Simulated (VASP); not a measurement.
Set up this calculation in VASP 6.6.1, as the native input.

- Task: single point
- Functional: PBEsol
- Potentials or basis: VASP PAW PBE potentials, release 64 (Ba_sv, Ti_sv, O)
- Cutoff: 520 eV
- k mesh: 6 × 6 × 6
- Occupations: gaussian, width 0.02 eV
- Spin: no spin polarisation
- Dipole correction: no
- Further INCAR settings: ALGO = Normal; EDIFF = 1e-07; NBANDS = 28

The structure of BaTiO3 lies in POSCAR:

```
BaTiO3
1.0
    3.9057900000      0.0000000000      0.0000000000
    0.0000000000      2.7801620000      2.8451500000
    0.0000000000     -2.7801620000      2.8451500000
Ba Ti O
1 1 3
Direct
    0.0000000000      0.0000000000      0.0000000000
    0.5000000000      0.5124000000      0.5124000000
    0.0000000000      0.4874000000      0.4874000000
    0.5000000000      0.5052400000      0.9918400000
    0.5000000000      0.9918400000      0.5052400000
```

One way to write it, as run:

INCAR

```
SYSTEM = BaTiO3
PREC = Accurate
ENCUT = 520
EDIFF = 1E-7
ISMEAR = 0
SIGMA = 0.02
LREAL = .False.
LASPH = .True.
NELM = 100
ALGO = Normal
ISIF = 2
LWAVE = .False.
LCHARG = .False.
GGA = PS
NBANDS = 28
```

KPOINTS

```
regular mesh
0
Gamma
  6 6 6
  0 0 0
```

Potentials or basis: VASP PAW PBE potentials, release 64 (Ba_sv, Ti_sv, O).

Launch:

```sh
$ cat potpaw_PBE.64/Ba_sv/POTCAR potpaw_PBE.64/Ti_sv/POTCAR potpaw_PBE.64/O/POTCAR > POTCAR
$ mpirun -np 1 vasp_std > vasp.out
```

It gave:

```json
{
 "Pressure": "5.3 GPa",
 "Largest force": "0.238 eV/Å",
 "Band gap on the k mesh": "1.83 eV (least direct gap 1.96 eV)"
}
```

Caveat: the cell stands under pressure; the PAW data sets were made with another functional, which shifts forces and pressure a little; spin-orbit coupling is left out, which moves the levels of the heavy elements.

It took 90 s on 1 thread of Intel(R) Xeon(R) Platinum 8488C (Sapphire Rapids), with other jobs on the host, peak memory 0.22 GiB.
